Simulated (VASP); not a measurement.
A run of VASP 6.6.1 is set up as follows.

Contents of INCAR:

```
ALGO     = Normal         # electronic algorithm
EDIFF    = 1E-6           # SCF threshold, eV
ENCUT    = 520            # plane-wave cutoff, eV
GGA      = PS             # functional
ISIF     = 2              # what is computed and relaxed
ISMEAR   = -1             # smearing method
LASPH    = True           # aspherical terms in the spheres
LCHARG   = False          # write CHGCAR
LREAL    = Auto         
LWAVE    = False          # write WAVECAR
NBANDS   = 96             # bands
NELECT   = 160.0        
NELM     = 80             # most SCF steps
PREC     = Accurate       # precision mode
SIGMA    = 0.05           # smearing width, eV
```

Contents of KPOINTS:

```
k-points
0
Gamma
  1 2 1
```

Contents of POSCAR:

```
K7Te4Se12
1.0
   10.4782570000      0.0000000000      0.0000000000
    0.0000000000      6.7667110000      0.0000000000
   -3.5666880000      0.0000000000     13.0265400000
K Te Se
7 4 12
Direct
    0.5763676012      0.6554144251      0.1345023314
    0.4692485394      0.2064666276      0.4090648783
    0.4752513792      0.1942302546      0.9026878972
    0.5100067407      0.7998716068      0.6417667316
    0.0869444707      0.3287564668      0.0200820786
    0.8789654986      0.7479704690      0.4500888187
    0.1988270388      0.2961852516      0.5785649912
    0.8226261183      0.2461166141      0.1875094998
    0.8028565651      0.1616885958      0.6671840719
    0.2151950547      0.7254041143      0.8688646410
    0.2170300098      0.7800392244      0.3381557958
    0.8420032677      0.7825958579      0.6910967916
    0.5784392932      0.1904618063      0.1636351633
    0.1231982479      0.3859186538      0.7946315752
    0.1673892653      0.1400089349      0.2885724068
    0.8116600971      0.1972154567      0.4775251141
    0.4750844461      0.7159017136      0.3730230744
    0.4677518939      0.6699414235      0.8851698149
    0.5470587092      0.2716386144      0.6459274681
    0.7846352453      0.2885744640      0.9945388415
    0.2127050352      0.7813101520      0.0516944638
    0.1850533641      0.7689851096      0.5118857348
    0.9036872775      0.5967005241      0.2464660608
```

Potentials or basis: VASP PAW PBE potentials, release 64 (K_sv, Te, Se).

Command:

```sh
$ cat potpaw_PBE.64/K_sv/POTCAR potpaw_PBE.64/Te/POTCAR potpaw_PBE.64/Se/POTCAR > POTCAR
$ mpirun -np 1 vasp_std > vasp.out
```

**Question.** What does it give for the largest force?

**Answer.** 1.303 eV/Å.

Forces in eV/Å, atoms in the order of the input:
```
K   -0.138  0.345  0.072
K    0.514  0.103 -0.403
K    0.068 -0.098  0.002
K    0.121 -0.403 -0.012
K    0.074 -0.136  0.257
K   -0.544 -0.103  0.414
K   -0.144 -0.122 -0.231
Te  -0.003  0.232 -0.784
Te  -0.307 -0.736 -1.030
Te   0.712 -0.238 -0.010
Te   1.011 -0.061 -0.763
Se  -0.185  1.183  0.023
Se  -0.256 -0.112  0.536
Se   0.119  0.214  0.269
Se  -0.017 -0.225  0.116
Se  -0.182  0.372  0.884
Se  -0.910  0.223 -0.053
Se  -0.830  0.396 -0.279
Se   0.627 -0.301  0.559
Se   0.210 -0.026  0.398
Se   0.105 -0.135 -0.402
Se   0.109  0.140  0.877
Se  -0.154 -0.513 -0.437
```

Caveat: the k points lie up to 0.62 Å⁻¹ apart; the cell carries a net charge on a neutralising background, which shifts energy and pressure; the PAW data sets were made with another functional, which shifts forces and pressure a little.
